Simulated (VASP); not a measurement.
# Al18W in VASP: a series of runs

Al18W is run at these levels: PBE+D3(BJ); tasks: single point.

Program: VASP 6.6.1. These are calculated values, not measurements. Logs are shortened: lines on timing, memory, paths and dates and some standing lists are left out, and cuts for length are marked.

**1. The cell of the first run**

The cell holds a slab with vacuum, 19 atoms: a = 5.728 Å, b = 8.591 Å, c = 17.677 Å, α = 90.00°, β = 90.00°, γ = 60.00°.

**2. Single point, PBE+D3(BJ)**

The input, INCAR:

```
SYSTEM = Al18W
  ALGO = Normal
  EDIFF = 1E-6
  ENCUT = 520
  GGA = PE
  ISIF = 2
  ISMEAR = 0
  IVDW = 12
  LASPH = .TRUE.
  LCHARG = .FALSE.
  LREAL = Auto
  LWAVE = .FALSE.
  NBANDS = 49
  NELM = 80
  PREC = Accurate
  SIGMA = 0.1
```

The input, KPOINTS:

```
k-points
0
G
  4 3 1
  0 0 0
```

The input, POSCAR:

```
Al18W
1.0
    5.7275650000      0.0000000000      0.0000000000
    4.2956740000      7.4403250000      0.0000000000
    0.0000000000      0.0000000000     17.6765370000
Al W
18 1
Direct
    0.1666665958      0.1111111410      0.0565721668
    0.6666666831      0.1111111410      0.0565721668
    0.1666667458      0.4444444295      0.0565721668
    0.6666666585      0.4444444295      0.0565721668
    0.1666666204      0.7777778524      0.0565721668
    0.6666667077      0.7777778524      0.0565721668
   -0.1711592632      0.2272131930      0.1858378143
    0.3223086231      0.2259397271      0.1887403059
   -0.1668866065      0.5533406135      0.1986251606
    0.3284927203      0.5588621465      0.1911533351
   -0.1739940248      0.8842726628      0.1842101199
    0.3293083918      0.8881208818      0.1852884420
   -0.0388445372      0.0045239959      0.3035742804
    0.5097592384     -0.0041800593      0.3122561280
    0.0200092121      0.2906430835      0.3437642792
    0.4874316453      0.3389003841      0.3178104399
    0.0152836521      0.6677892431      0.3323271408
    0.5203751727      0.6616138408      0.3309518714
    0.2505868229      0.9492889088      0.4109511948
```

Potentials or basis: VASP PAW PBE potentials, release 64 (Al, W_sv).

On the command line:

```console
$ cat potpaw_PBE.64/Al/POTCAR potpaw_PBE.64/W_sv/POTCAR > POTCAR
$ mpirun -np 1 vasp_std > vasp.out
```

OUTCAR:

```text
SYSTEM = Al18W
   EDIFF = 1E-6
   ENCUT = 520
   GGA = PE
   ISIF = 2
   ISMEAR = 0
   IVDW = 12
   LASPH = .TRUE.
   LREAL = Auto
   NELM = 80
   PREC = Accurate
 IVDW          = 12

 ion  position               nearest neighbor table
   1  0.167  0.111  0.057-  12 2.82   7 2.83   8 2.85   2 2.86   4 2.86   5 2.86   3 2.86   6 2.86
                             2 2.86
   2  0.667  0.111  0.057-  11 2.82   7 2.83   1 2.86   4 2.86   3 2.86   5 2.86   6 2.86   1 2.86
                             8 2.89
   3  0.167  0.444  0.057-   8 2.85   4 2.86   2 2.86   1 2.86   5 2.86   6 2.86   4 2.86  10 2.90
                             9 3.01
   4  0.667  0.444  0.057-   7 2.80   3 2.86   2 2.86   1 2.86   5 2.86   3 2.86   6 2.86  10 2.91
                             9 3.00
   5  0.167  0.778  0.057-  12 2.80  11 2.82   6 2.86   2 2.86   1 2.86   3 2.86   4 2.86   6 2.86
                            10 2.88
   6  0.667  0.778  0.057-  11 2.76  12 2.82   5 2.86   2 2.86   1 2.86   3 2.86   5 2.86   4 2.86
                             9 3.02
   7  0.829  0.227  0.186-  13 2.67   4 2.80   8 2.82   9 2.82   2 2.83   1 2.83  10 2.86  16 2.88
                            12 2.89   8 2.91  11 2.95  15 3.14
   8  0.322  0.226  0.189-  14 2.78   9 2.81  16 2.82   7 2.82   3 2.85   1 2.85  10 2.88  12 2.88
                             2 2.89   7 2.91  11 2.91  15 3.14
   9  0.833  0.553  0.199-  18 2.81   8 2.81   7 2.82  11 2.83  10 2.86  10 2.87  12 2.89  17 2.94
[... 4 lines left out ...]
                            12 2.90   8 2.91   7 2.95  17 3.08
  12  0.329  0.888  0.185-  13 2.78   5 2.80  14 2.81   1 2.82   6 2.82  11 2.83  10 2.83   8 2.88
                             7 2.89   9 2.89  11 2.90  18 3.08
  13  0.961  0.005  0.304-  19 2.41  14 2.63  11 2.63   7 2.67  15 2.74  12 2.78  17 2.80  16 2.81
                            14 3.11  18 3.12
  14  0.510  0.996  0.312-  19 2.45  13 2.63  15 2.74  11 2.75   8 2.78  12 2.81  18 2.86  17 2.88
                            16 2.89  13 3.11
  15  0.020  0.291  0.344-  14 2.74  13 2.74  19 2.81  16 2.90  16 2.94  18 3.05   8 3.14   7 3.14
                             9 3.23  17 3.23
  16  0.487  0.339  0.318-  10 2.77  17 2.78  13 2.81   8 2.82  18 2.88   7 2.88  14 2.89  15 2.90
                            15 2.94
  17  0.015  0.668  0.332-  16 2.78  13 2.80  18 2.86  18 2.87  14 2.88  10 2.94   9 2.94  11 3.08
                            15 3.23
  18  0.520  0.662  0.331-  19 2.58   9 2.81  14 2.86  17 2.86  17 2.87  16 2.88  10 3.01  15 3.05
                            12 3.08  13 3.12
  19  0.251  0.949  0.411-  13 2.41  14 2.45  18 2.58  15 2.81

  LATTYP: Found a simple monoclinic cell.
 ALAT       =     5.7275650000
 B/A-ratio  =     3.0862219809
 C/A-ratio  =     1.3228756151
 COS(beta)  =    -0.1889822093

  Lattice vectors:

 A1 = (   5.7275650000,   0.0000000000,   0.0000000000)
 A2 = (   0.0000000000,   0.0000000000, -17.6765370000)
 A3 = (  -1.4318910000,   7.4403250000,   0.0000000000)

Analysis of symmetry for initial positions (statically):
=====================================================================
 Subroutine PRICEL returns:
 Original cell was already a primitive cell.

 Routine SETGRP: Setting up the symmetry group for a
 simple monoclinic supercell.

 Subroutine GETGRP returns: Found  1 space group operations
 (whereof  1 operations were pure point group operations)
 out of a pool of  4 trial point group operations.

The static configuration has the point symmetry C_1 .

Analysis of symmetry for dynamics (positions and initial velocities):
=====================================================================
 Subroutine PRICEL returns:
 Original cell was already a primitive cell.

 Routine SETGRP: Setting up the symmetry group for a
 simple monoclinic supercell.

 Subroutine GETGRP returns: Found  1 space group operations
 (whereof  1 operations were pure point group operations)
 out of a pool of  4 trial point group operations.

The dynamic configuration has the point symmetry C_1 .

 Subroutine INISYM returns: Found  1 space group operations
 (whereof  1 operations are pure point group operations),
 and found     1 'primitive' translations

----------------------------------------------------------------------------------------

                                     Primitive cell

  volume of cell :     753.2847

  direct lattice vectors                    reciprocal lattice vectors
     5.727565000  0.000000000  0.000000000     0.174594265 -0.100802054  0.000000000
     4.295674000  7.440325000  0.000000000     0.000000000  0.134402731  0.000000000
[... 54 lines left out ...]
 generate k-points for:    4    3    1

 Generating k-lattice:

  Cartesian coordinates                     Fractional coordinates (reciprocal lattice)
     0.043648566 -0.025200514  0.000000000     0.250000000  0.000000000  0.000000000
     0.000000000  0.044800910  0.000000000     0.000000000  0.333333333  0.000000000
     0.000000000  0.000000000  0.056572167     0.000000000  0.000000000  1.000000000

  Length of vectors
     0.050401024  0.044800910  0.056572167

  Shift w.r.t. Gamma in fractional coordinates (k-lattice)
     0.000000000  0.000000000  0.000000000

 Subroutine IBZKPT returns following result:
 ===========================================

 Found      7 irreducible k-points:

 Following reciprocal coordinates:
            Coordinates               Weight
  0.000000  0.000000  0.000000      1.000000
  0.250000 -0.000000  0.000000      2.000000
  0.500000 -0.000000  0.000000      1.000000
  0.000000  0.333333  0.000000      2.000000
  0.250000  0.333333  0.000000      2.000000
  0.500000  0.333333  0.000000      2.000000
 -0.250000  0.333333  0.000000      2.000000
   k-points           NKPTS =      7   k-points in BZ     NKDIM =      7   number of bands    NBANDS=     49
   number of dos      NEDOS =    301   number of ions     NIONS =     19
   total plane-waves  NPLWV = 430080
   dimension x,y,z NGX =    48 NGY =   64 NGZ =  140
   dimension x,y,z NGXF=    96 NGYF=  128 NGZF=  280
   ions per type =              18   1
   NGX,Y,Z   is equivalent  to a cutoff of  13.93, 12.38, 13.17 a.u.
   NGXF,Y,Z  is equivalent  to a cutoff of  27.86, 24.77, 26.33 a.u.
 SYSTEM =  Al18W
   PREC   = accura    normal or accurate (medium, high low for compatibility)
   ISTART =      0    job   : 0-new  1-cont  2-samecut
   ICHARG =      2    charge: 1-file 2-atom 10-const
   ISPIN  =      1    spin polarized calculation?
   LNONCOLLINEAR =      F non collinear calculations
   LSORBIT =      F    spin-orbit coupling
   LASPH  =      T    aspherical Exc in radial PAW
   ENCUT  =  520.0 eV  38.22 Ry    6.18 a.u.  10.65 15.97 32.87*2*pi/ulx,y,z
   NELM   =     80;   NELMIN=  2; NELMDL= -5     # of ELM steps
   EDIFF  = 0.1E-05   stopping-criterion for ELM
   LREAL  =      T    real-space projection
   EDIFFG = 0.1E-04   stopping-criterion for IOM
   NSW    =      0    number of steps for IOM
   IBRION =     -1    ionic relax: 0-MD 1-quasi-New 2-CG
   NFREE  =      0    steps in history (QN), initial steepest desc. (CG)
   ISIF   =      2    stress and relaxation
   ISYM   =      2    0-nonsym 1-usesym 2-fastsym
   POTIM  = 0.5000    time-step for ionic-motion
   TEBEG  =    0.0;   TEEND  =   0.0 temperature during run
   PSTRESS=    0.0 pullay stress
   NELECT =      68.0000    total number of electrons
   NUPDOWN=      -1.0000    fix difference up-down
   EMIN   =  10.00;   EMAX   =-10.00  energy-range for DOS
   EFERMI =   0.00;   METHOD = LEGACY
   ISMEAR =     0;   SIGMA  =   0.10  broadening in eV -4-tet -1-fermi 0-gaus
   EFERMI_NEDOS =   21; number of points for ismear=-14 and -15
   IALGO  =     38    algorithm
   IMIX   =      4    mixing-type and parameters
     AMIX     =   0.40;   BMIX     =  1.00
     AMIX_MAG =   1.60;   BMIX_MAG =  1.00
  volume/ion in A,a.u.               =      39.65       267.55
  Fermi-wavevector in a.u.,A,eV,Ry     =   0.734387  1.387790  7.337945  0.539324
  Thomas-Fermi vector in A             =   1.827327
   LORBIT       =      0    0 simple, 1 ext, 2 COOP (PROOUT), +10 PAW based schemes
   GGA     = PE    functional components
   LHFCALC =     F    Hartree Fock is set to
   AEXX    =    0.0000 exact exchange contribution
   IVDW    =    12    specifies the selected vdW correction
   LEPSILON=     F    determine dielectric tensor
   LRPA    =     F    only Hartree local field effects (RPA)
 non-spin polarized calculation
 Gauss-broadening in eV      SIGMA  =   0.10
  energy-cutoff  :      520.00
  volume of cell :      753.28
 maximum number of plane-waves:     20302
 NGX is ok and might be reduce to    48
   NGX = 21   NGY = 31   NGZ = 65

 number of electron      67.9999999 magnetization

 Free energy of the ion-electron system (eV)
  ---------------------------------------------------
  ext. energy  EPLUGINS =         0.00000000
  ---------------------------------------------------
  free energy    TOTEN  =       -71.57124356 eV

  energy without entropy =      -71.50791245  energy(sigma->0) =      -71.53957800

 E-fermi :   1.1147     XC(G=0):  -5.4482

 val. band max:        1.1022669331   @ k =   0.2500   0.3333   0.0000
 cond. band min:       1.1377841936   @ k =   0.2500  -0.0000   0.0000
 fundamental gap:      0.0355172606
 Fermi energy:         1.1146501950

 k-point     1 :       0.0000    0.0000    0.0000
  band No.  band energies     occupation
      1     -72.2663      2.00000
      2     -36.6336      2.00000
      3     -36.5180      2.00000
      4     -36.4488      2.00000
      5      -9.2987      2.00000
      6      -7.6457      2.00000
[... 332 lines left out ...]
     45       3.3091      0.00000
     46       3.4866      0.00000
 [bands above 46 left out]

------------------------ aborting loop because EDIFF is reached ----------------------------------------

 Edisp (eV)   -4.58640

 E8    (eV) :    -2.1489

  FORCE on cell =-STRESS in cart. coord.  units (eV):
  Direction    XX          YY          ZZ          XY          YZ          ZX
  --------------------------------------------------------------------------------------
  -------------------------------------------------------------------------------------
  Total      -8.96533   -15.67578    -0.15706    -0.21551    -0.12312    -0.03879
  in kB     -19.06854   -33.34115    -0.33406    -0.45838    -0.26186    -0.08250
  external pressure =      -17.58 kB  Pullay stress =        0.00 kB

 VOLUME and BASIS-vectors are now :
 -----------------------------------------------------------------------------
  energy-cutoff  :      520.00
  volume of cell :      753.28
      direct lattice vectors                 reciprocal lattice vectors
     5.727565000  0.000000000  0.000000000     0.174594265 -0.100802054  0.000000000
     4.295674000  7.440325000  0.000000000     0.000000000  0.134402731  0.000000000
     0.000000000  0.000000000 17.676537000     0.000000000  0.000000000  0.056572167

 POSITION                                       TOTAL-FORCE (eV/Angst)
 -----------------------------------------------------------------------------------
      1.43189      0.82670      1.00000         0.092508      0.048245     -0.058257
      4.29567      0.82670      1.00000        -0.107567      0.074239     -0.004158
      2.86378      3.30681      1.00000         0.084369     -0.013205      0.194936
      5.72757      3.30681      1.00000        -0.060017      0.129915      0.074028
      4.29567      5.78692      1.00000         0.038491     -0.153352     -0.141197
      7.15946      5.78692      1.00000        -0.035866     -0.060660     -0.063043
[... 11 lines left out ...]
      5.82256      4.92262      5.85008         0.003622     -0.012262     -0.000711
      5.51309      7.06302      7.26419        -0.012068     -0.011454     -0.004273
 -----------------------------------------------------------------------------------
    total drift:                               -0.015746      0.006575     -0.005555

  FREE ENERGIE OF THE ION-ELECTRON SYSTEM (eV)
  ---------------------------------------------------
  free  energy   TOTEN  =       -76.1576464357 eV

  energy  without entropy=      -76.0943153323  energy(sigma->0) =      -76.12598088
```

Wall time 5.7 min (1 thread of Intel Xeon 6975P-C (Granite Rapids), shared host); peak memory 0.85 GiB.

What came out:

| Quantity | Value |
| --- | --- |
| Free energy | -76.1576 eV |
| Largest force | 0.213 eV/Å |
| Band gap on the k mesh | zero (band 34 reaches 1.36 eV, above the bottom of band 35 at 0.97 eV) |
| Dispersion energy per atom | -0.241 eV |

Forces on the atoms (eV/Å):
```
Al   0.093  0.048 -0.058
Al  -0.108  0.074 -0.004
Al   0.084 -0.013  0.195
Al  -0.060  0.130  0.074
Al   0.038 -0.153 -0.141
Al  -0.036 -0.061 -0.063
Al   0.001 -0.001 -0.001
Al  -0.001 -0.001  0.004
Al   0.003  0.001 -0.002
Al   0.000  0.000  0.002
Al  -0.002  0.001 -0.002
Al  -0.001  0.002 -0.001
Al  -0.004  0.002 -0.007
Al   0.000 -0.003  0.004
Al   0.000  0.002  0.003
Al  -0.003 -0.005 -0.002
Al   0.003  0.002  0.005
Al   0.004 -0.012 -0.001
W   -0.012 -0.011 -0.004
```

Caveat: spin-orbit coupling is left out, which moves the levels of the heavy elements.

**3. Single point, PBE+D3(BJ)**

The input, INCAR:

```
SYSTEM = Al18W
PREC     = Accurate       ! precision mode
ENCUT    = 520            ! plane-wave cutoff, eV
EDIFF    = 1E-7           ! SCF threshold, eV
ISMEAR   = 0              ! smearing method
SIGMA    = 0.1            ! smearing width, eV
LREAL    = Auto         
LASPH    = .TRUE.         ! aspherical terms in the spheres
NELM     = 60             ! most SCF steps
ALGO     = Normal         ! electronic algorithm
ISIF     = 2              ! what is computed and relaxed
LWAVE    = .FALSE.        ! write WAVECAR
LCHARG   = .FALSE.        ! write CHGCAR
GGA      = PE             ! functional
IVDW     = 12             ! dispersion correction
NBANDS   = 49             ! bands
```

The input, KPOINTS:

```
regular mesh
0
G
  4 3 1
  0 0 0
```

The input, POSCAR:

```
Al18W
1.0
    5.7275650000      0.0000000000      0.0000000000
    4.2956740000      7.4403250000      0.0000000000
    0.0000000000      0.0000000000     17.6765370000
Al W
18 1
Direct
    0.1666665958      0.1111111410      0.0565721668
    0.6666666831      0.1111111410      0.0565721668
    0.1666667458      0.4444444295      0.0565721668
    0.6666666585      0.4444444295      0.0565721668
    0.1666666204      0.7777778524      0.0565721668
    0.6666667077      0.7777778524      0.0565721668
   -0.1692585403      0.2233852688      0.1898690337
    0.3211490972      0.2323979127      0.1855978917
   -0.1770708641      0.5538236569      0.1976427283
    0.3277710510      0.5596560634      0.1923861557
   -0.1607680416      0.8836963439      0.1849154617
    0.3306380598      0.8884505717      0.1852608347
   -0.0241837717     -0.0034697409      0.3153872277
    0.5115005311      0.0053960008      0.3031410508
    0.0075133718      0.3055033214      0.3394964183
    0.4881095903      0.3414494663      0.3216331909
   -0.0061012756      0.6565932268      0.3256976748
    0.4803254443      0.6878573181      0.3367881390
    0.2781953440      0.9908552382      0.4140497089
```

Potentials or basis: VASP PAW PBE potentials, release 64 (Al, W_sv).

On the command line:

```console
$ cat potpaw_PBE.64/Al/POTCAR potpaw_PBE.64/W_sv/POTCAR > POTCAR
$ mpirun -np 1 vasp_std > vasp.out
```

It took 5.9 min on 1 thread of Intel Xeon 6975P-C (Granite Rapids), shared host; peak memory 0.85 GiB.

The run converged. Its results:

```yaml
Free_energy: -76.1619 eV
Largest_force: 0.226 eV/Å
Band_gap_on_the_k_mesh: zero (band 34 reaches 1.35 eV, above the bottom of band 35 at 0.95 eV)
Dispersion_energy_per_atom: -0.241 eV
```

Forces on the atoms (eV/Å):
```
Al   0.056  0.040 -0.034
Al  -0.073  0.096  0.032
Al   0.045  0.043  0.097
Al  -0.033  0.087  0.120
Al   0.067 -0.180 -0.121
Al  -0.069 -0.037 -0.045
Al   0.010 -0.001 -0.002
Al   0.000  0.005  0.013
Al   0.000 -0.001 -0.003
Al  -0.006  0.011 -0.012
Al  -0.017  0.006 -0.003
Al  -0.001  0.008  0.006
Al  -0.013  0.008 -0.013
Al  -0.006  0.045  0.030
Al   0.052 -0.041  0.000
Al   0.067  0.037 -0.047
Al  -0.023 -0.003  0.011
Al  -0.011 -0.043 -0.036
W   -0.044 -0.081  0.005
```

Levels at points of the mesh, in eV from the Fermi level:
```tsv
k point	band 30	band 31	band 32	band 33	band 34	band 35	band 36	band 37	band 38	band 39
(0.00, 0.00, 0.00)	-0.87	-0.69	-0.51	-0.35	-0.26	-0.16	0.24	0.40	0.52	0.63
(0.50, 0.00, 0.00)	-0.76	-0.72	-0.58	-0.20	0.03	0.17	0.51	0.64	1.13	1.20
```

Caveat: spin-orbit coupling is left out, which moves the levels of the heavy elements.
